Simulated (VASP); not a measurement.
# InSe (P2/m) in VASP: a series of runs

InSe is run at these levels: PBEsol; tasks: single point.

Everything below comes from runs of VASP 6.6.1. Logs are shortened: lines on timing, memory, paths and dates and some standing lists are left out, and cuts for length are marked.

### 1 The cell of the first run

The structure is monoclinic, space group P2/m (No. 10). Conventional cell: a = 4.564 Å, b = 4.111 Å, c = 11.152 Å, α = 90.00°, β = 99.60°, γ = 90.00°. Within 3.8 Å of In (site symmetry m) lie 5 Se at 2.67 to 3.56 Å and 3 In at 2.79 to 3.73 Å. Within 3.8 Å of In (site symmetry m) lie 7 Se at 2.67 to 3.65 Å and 3 In at 2.73 to 3.73 Å. Within 3.7 Å of Se (site symmetry m) lie 7 In at 2.67 to 3.65 Å and 2 Se at 3.58 Å. Se (site symmetry m) has 5 In at 2.67 to 3.56 Å and 3 Se at 3.40 to 3.58 Å within 3.6 Å.

### 2 Single point, PBEsol (the part above a cut slid along it)

INCAR reads:

```
ALGO = Normal
EDIFF = 1E-6
ENCUT = 520
GGA = PS
ISIF = 2
ISMEAR = 0
LASPH = True
LCHARG = True
LELF = True
LREAL = False
LVHAR = True
LWAVE = False
NBANDS = 48
NELM = 80
PREC = Accurate
SIGMA = 0.05
```

KPOINTS reads:

```
k-points
0
Gamma
  6 7 3
```

POSCAR reads:

```
InSe
1.0
    1.6051187225      0.0000000000     -4.2720903381
    0.0000000000      4.1105485099      0.0000000000
   10.9472935517      0.0000000000      2.1254553892
In Se
4 4
Direct
    0.6638474018      0.0000000000      0.3858026583
   -0.0861525981      0.5000000000      0.8858026583
   -0.1638474018      0.0000000000      0.6141973417
    0.5861525982      0.5000000000      0.1141973417
   -0.0601261604      0.0000000000      0.1547212196
    0.1898738396      0.5000000000      0.6547212196
    0.5601261604      0.0000000000      0.8452787804
    0.3101261604      0.5000000000      0.3452787804
```

Potentials or basis: VASP PAW PBE potentials, release 64 (In_d, Se).

Launch:

```console
> cat potpaw_PBE.64/In_d/POTCAR potpaw_PBE.64/Se/POTCAR > POTCAR
> mpirun -np 1 vasp_std > vasp.out
```

OUTCAR:

```text
EDIFF = 1E-6
   ENCUT = 520
   GGA = PS
   ISIF = 2
   ISMEAR = 0
   LASPH = True
   LREAL = False
   NELM = 80
   PREC = Accurate

 ion  position               nearest neighbor table
   1  0.664  0.000  0.386-   5 2.67   8 2.70   8 2.70   3 2.79   4 3.73   4 3.73
   2  0.914  0.500  0.886-   6 2.67   7 2.70   7 2.70   4 2.73   3 3.73   3 3.73
   3  0.836  0.000  0.614-   7 2.67   6 2.70   6 2.70   1 2.79   2 3.73   2 3.73
   4  0.586  0.500  0.114-   8 2.67   5 2.70   5 2.70   2 2.73   1 3.73   1 3.73
   5  0.940  0.000  0.155-   1 2.67   4 2.70   4 2.70
   6  0.190  0.500  0.655-   2 2.67   3 2.70   3 2.70
   7  0.560  0.000  0.845-   3 2.67   2 2.70   2 2.70
   8  0.310  0.500  0.345-   4 2.67   1 2.70   1 2.70

  LATTYP: Found a simple monoclinic cell.
 ALAT       =     4.5636785568
 B/A-ratio  =     0.9007094734
 C/A-ratio  =     2.4435807804
 COS(beta)  =    -0.1668518850

  Lattice vectors:

 A1 = (   1.6051187225,   0.0000000000,  -4.2720903381)
 A2 = (   0.0000000000,  -4.1105485099,   0.0000000000)
 A3 = ( -10.9472935517,   0.0000000000,  -2.1254553892)

Analysis of symmetry for initial positions (statically):
=====================================================================
 Subroutine PRICEL returns:
 Original cell was already a primitive cell.

 Routine SETGRP: Setting up the symmetry group for a
 simple monoclinic supercell.

 Subroutine GETGRP returns: Found  4 space group operations
 (whereof  2 operations were pure point group operations)
 out of a pool of  4 trial point group operations.

The static configuration has the point symmetry C_1h.
 The point group associated with its full space group is C_2h.

Analysis of symmetry for dynamics (positions and initial velocities):
=====================================================================
 Subroutine PRICEL returns:
 Original cell was already a primitive cell.

 Routine SETGRP: Setting up the symmetry group for a
 simple monoclinic supercell.

 Subroutine GETGRP returns: Found  4 space group operations
 (whereof  2 operations were pure point group operations)
 out of a pool of  4 trial point group operations.

The dynamic configuration has the point symmetry C_1h.
 The point group associated with its full space group is C_2h.
[... 111 lines left out ...]
   EDIFF  = 0.1E-05   stopping-criterion for ELM
   LREAL  =      F    real-space projection
   EDIFFG = 0.1E-04   stopping-criterion for IOM
   NSW    =      0    number of steps for IOM
   IBRION =     -1    ionic relax: 0-MD 1-quasi-New 2-CG
   NFREE  =      0    steps in history (QN), initial steepest desc. (CG)
   ISIF   =      2    stress and relaxation
   ISYM   =      2    0-nonsym 1-usesym 2-fastsym
   POTIM  = 0.5000    time-step for ionic-motion
   TEBEG  =    0.0;   TEEND  =   0.0 temperature during run
   PSTRESS=    0.0 pullay stress
   NELECT =      76.0000    total number of electrons
   NUPDOWN=      -1.0000    fix difference up-down
   EMIN   =  10.00;   EMAX   =-10.00  energy-range for DOS
   EFERMI =   0.00;   METHOD = LEGACY
   ISMEAR =     0;   SIGMA  =   0.05  broadening in eV -4-tet -1-fermi 0-gaus
   EFERMI_NEDOS =   21; number of points for ismear=-14 and -15
   IALGO  =     38    algorithm
   IMIX   =      4    mixing-type and parameters
     AMIX     =   0.40;   BMIX     =  1.00
     AMIX_MAG =   1.60;   BMIX_MAG =  1.00
  volume/ion in A,a.u.               =      25.78       173.99
  Fermi-wavevector in a.u.,A,eV,Ry     =   1.173647  2.217871 18.741310  1.377447
  Thomas-Fermi vector in A             =   2.310057
   LORBIT       =      0    0 simple, 1 ext, 2 COOP (PROOUT), +10 PAW based schemes
   GGA     = PS    functional components
   LHFCALC =     F    Hartree Fock is set to
   AEXX    =    0.0000 exact exchange contribution
   IVDW    =     0    specifies the selected vdW correction
   LEPSILON=     F    determine dielectric tensor
   LRPA    =     F    only Hartree local field effects (RPA)
 non-spin polarized calculation
 Gauss-broadening in eV      SIGMA  =   0.05
  energy-cutoff  :      520.00
  volume of cell :      206.27
 maximum number of plane-waves:      5594
 NGX is ok and might be reduce to    36
   NGX = 17   NGY = 15   NGZ = 41

 number of electron      75.9999994 magnetization

 Free energy of the ion-electron system (eV)
  ---------------------------------------------------
  ext. energy  EPLUGINS =         0.00000000
  ---------------------------------------------------
  free energy    TOTEN  =       -29.80968813 eV

  energy without entropy =      -29.80455831  energy(sigma->0) =      -29.80712322

 E-fermi :   5.1044     XC(G=0):  -9.8226

 val. band max:        5.1037779929   @ k =   0.0000   0.1429   0.0000
 cond. band min:       5.1734491941   @ k =   0.5000   0.1429   0.0000
 fundamental gap:      0.0696712012
 Fermi energy:         5.1043989762

 k-point     1 :       0.0000    0.0000    0.0000
  band No.  band energies     occupation
      1      -9.8607      2.00000
      2      -9.6331      2.00000
      3      -9.6048      2.00000
      4      -9.4292      2.00000
      5      -9.4272      2.00000
      6      -9.3749      2.00000
[... 1213 lines left out ...]
     47       9.7959      0.00000
     48      10.1891      0.00000

 [... further k-points ...]

------------------------ aborting loop because EDIFF is reached ----------------------------------------

  FORCE on cell =-STRESS in cart. coord.  units (eV):
  Direction    XX          YY          ZZ          XY          YZ          ZX
  --------------------------------------------------------------------------------------
  -------------------------------------------------------------------------------------
  Total        3.8433455      2.8865002     -0.8998445      0.0000000      0.0000000      0.1203446
  in kB       29.8534452     22.4210850     -6.9896032      0.0000000      0.0000000      0.9347846
  external PRESSURE =      15.0949756 kB  Pullay stress =       0.0000000 kB

 VOLUME and BASIS-vectors are now :
 -----------------------------------------------------------------------------
  energy-cutoff  :      520.00
  volume of cell :      206.27
      direct lattice vectors                 reciprocal lattice vectors
     1.605118723  0.000000000 -4.272090338     0.042357101  0.000000000 -0.218162949
     0.000000000  4.110548510  0.000000000     0.000000000  0.243276535  0.000000000
    10.947293552  0.000000000  2.125455389     0.085136278  0.000000000  0.031987580

 POSITION                                       TOTAL-FORCE (eV/Angst)
 -----------------------------------------------------------------------------------
      5.28905      0.00000     -2.01601         0.019494      0.000000     -0.122739
     11.16398      2.05527     -2.02130        -0.605731      0.000000     -0.401255
      8.06592      0.00000     -2.26667        -0.019494      0.000000      0.122739
      2.19100      2.05527     -2.26138         0.605731      0.000000      0.401255
      3.20239      0.00000     -3.68637         0.572121      0.000000     -0.228173
      7.47220      2.05527      0.58042        -0.082329      0.000000     -0.120358
     10.15258      0.00000     -0.59631        -0.572121      0.000000      0.228173
      4.27766      2.05527     -0.59101         0.082329      0.000000      0.120358
 -----------------------------------------------------------------------------------
    total drift:                               -0.000000     -0.000000      0.000000

  FREE ENERGIE OF THE ION-ELECTRON SYSTEM (eV)
  ---------------------------------------------------
  free  energy   TOTEN  =       -29.8096881268 eV

  energy  without entropy=      -29.8045583120  energy(sigma->0) =      -29.80712322
```

stdout:

```text
POSCAR found type information on POSCAR InSe
 POSCAR found :  2 types and       8 ions
 scaLAPACK will be used
 -----------------------------------------------------------------------------
|                                                                             |
|                                                                             |
|     You enforced a specific xc type in the INCAR file but a different       |
|     I HOPE YOU KNOW WHAT YOU ARE DOING!                                     |
|                                                                             |
 -----------------------------------------------------------------------------

 LDA part: xc-table for (Slater+PW92), standard interpolation
 POSCAR, INCAR and KPOINTS ok, starting setup
 FFT: planning ... GRIDC
 FFT: planning ... GRID_SOFT
 FFT: planning ... GRID
 WAVECAR not read
 entering main loop
```

It took 4.3 min on 1 thread of Intel Xeon Platinum 8488C (Sapphire Rapids), shared host; peak memory 0.47 GiB.

What came out:

| Item | Value |
| --- | --- |
| Free energy | -29.8097 eV |
| Pressure | 1.5 GPa |
| Largest force | 0.727 eV/Å |
| Band gap on the k mesh | zero (bands 38 and 39 overlap by 0.82 eV) |

Forces on the atoms (eV/Å):
```
In   0.019  0.000 -0.123
In  -0.606  0.000 -0.401
In  -0.019  0.000  0.123
In   0.606  0.000  0.401
Se   0.572  0.000 -0.228
Se  -0.082  0.000 -0.120
Se  -0.572  0.000  0.228
Se   0.082  0.000  0.120
```

Levels at points of the mesh, in eV from the Fermi level:
```
           k point  band 34  band 35  band 36  band 37  band 38  band 39  band 40  band 41  band 42  band 43
(0.00, 0.00, 0.00)    -1.76    -1.69    -1.63    -1.08     0.08     0.57     1.41     2.31     2.58     2.99
(0.50, 0.00, 0.00)    -1.55    -1.51    -1.14    -0.77     0.18     0.50     1.34     2.24     2.86     3.15
```

Caveat: the cell differs from its parent crystal (the part above a cut slid along it); the PAW data sets were made with another functional, which shifts forces and pressure a little; spin-orbit coupling is left out, which moves the levels of the heavy elements.

### 3 Single point, PBEsol (the part above a cut slid along it)

INCAR reads:

```
SYSTEM = InSe
PREC = Accurate
ENCUT = 520
EDIFF = 1E-7
ISMEAR = 0
SIGMA = 0.05
LREAL = .FALSE.
LASPH = .TRUE.
NELM = 60
ALGO = Normal
ISIF = 2
LWAVE = .FALSE.
LCHARG = .FALSE.
GGA = PS
NBANDS = 48
```

KPOINTS reads:

```
Automatic mesh
0
G
  6 7 3
  0 0 0
```

POSCAR reads:

```
InSe
1.0
    1.6051187225      0.0000000000     -4.2720903381
    0.0000000000      4.1105485099      0.0000000000
   10.4657579350      0.0000000000      3.4070824907
In Se
4 4
Direct
    0.7795881993      0.0000000000      0.3858026583
    0.1795881993      0.5000000000      0.8858026583
    0.0204118007      0.0000000000      0.6141973417
    0.6204118007      0.5000000000      0.1141973417
   -0.0137097945      0.0000000000      0.1547212196
    0.3862902055      0.5000000000      0.6547212196
    0.8137097945      0.0000000000      0.8452787804
    0.4137097945      0.5000000000      0.3452787804
```

Potentials or basis: VASP PAW PBE potentials, release 64 (In_d, Se).

Launch:

```console
> cat potpaw_PBE.64/In_d/POTCAR potpaw_PBE.64/Se/POTCAR > POTCAR
> mpirun -np 1 vasp_std > vasp.out
```

Run time: 4.8 min. Hardware: 1 thread of Intel Xeon Platinum 8488C (Sapphire Rapids), shared host; peak memory 0.46 GiB.

Results (log left out):

```
Free energy            : -30.5748 eV
Pressure               : 0.0 GPa
Largest force          : 1.044 eV/Å
Band gap on the k mesh : 0.46 eV (least direct gap 0.63 eV)
```

Forces on the atoms (eV/Å):
```
In   0.009  0.000  0.027
In   0.895  0.000 -0.538
In  -0.009  0.000 -0.027
In  -0.895  0.000  0.538
Se  -0.006  0.000  0.030
Se  -0.112  0.000 -0.178
Se   0.006  0.000 -0.030
Se   0.112  0.000  0.178
```

Stress tensor (GPa, compression positive):
```
-2.06  0.00  2.13
 0.00  0.78  0.00
 2.13  0.00  1.18
```

Levels at points of the mesh, in eV from the valence-band top:
```csv
k point,band 36,band 37,band 38,band 39,band 40,band 41
"(0.00, 0.00, 0.00)",-1.43,-1.09,-0.29,0.74,1.90,2.24
"(0.50, 0.00, 0.00)",-0.90,-0.75,-0.27,0.75,1.29,2.38
```

Caveat: the cell differs from its parent crystal (the part above a cut slid along it); semilocal functionals underestimate gaps, and a narrow one can read as zero; the PAW data sets were made with another functional, which shifts forces and pressure a little; spin-orbit coupling is left out, which moves the levels of the heavy elements.

[end of part 1 of 2]

The gap in the log of VASP goes by the Fermi energy; the results here count the filled bands.